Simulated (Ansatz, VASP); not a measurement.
Cu in VASP and in Ansatz

```
CELL_PARAMETERS angstrom
2.57306 0.00000 0.00000
-1.28653 2.22834 0.00000
0.00000 0.00000 4.16837
ATOMIC_POSITIONS crystal
Cu 0.21333 0.60667 0.16000
Cu 0.78667 0.39333 0.84000
```

Change from the starting cell: shortest bond scaled by 0.64, LAPW.

Alike in both runs: task single point; functional LDA; k mesh 13 × 13 × 7; occupations fermi-dirac, width 0.05 eV; no spin polarisation.

|  | VASP | Ansatz |
| --- | --- | --- |
| version | VASP 6.6.1 | Ansatz 0.2.0 |
| potentials or method | VASP PAW LDA potentials, release 64 (Cu), cutoff 520 eV | all-electron LAPW, scalar-relativistic |

```tsv
	VASP	Ansatz	Ansatz less VASP
pressure (GPa)	74.1	84.2	+10.08
traceless stress, the component that is largest in VASP (GPa)	75.51	89.15	+13.639
rms of the force components (eV/Å)	11.647	13.361	+1.7144
```

LDA's correlation is that of Perdew and Zunger in VASP and of Perdew and Wang (1992) in Ansatz. Atom by atom the forces differ by 1.725 eV/Å (rms over components). The pressures are high and differ by over a tenth, so treat them with care. Ansatz ran all-electron here, and VASP with PAW potentials.

Noted on VASP's run: the cell as given lies far from equilibrium.
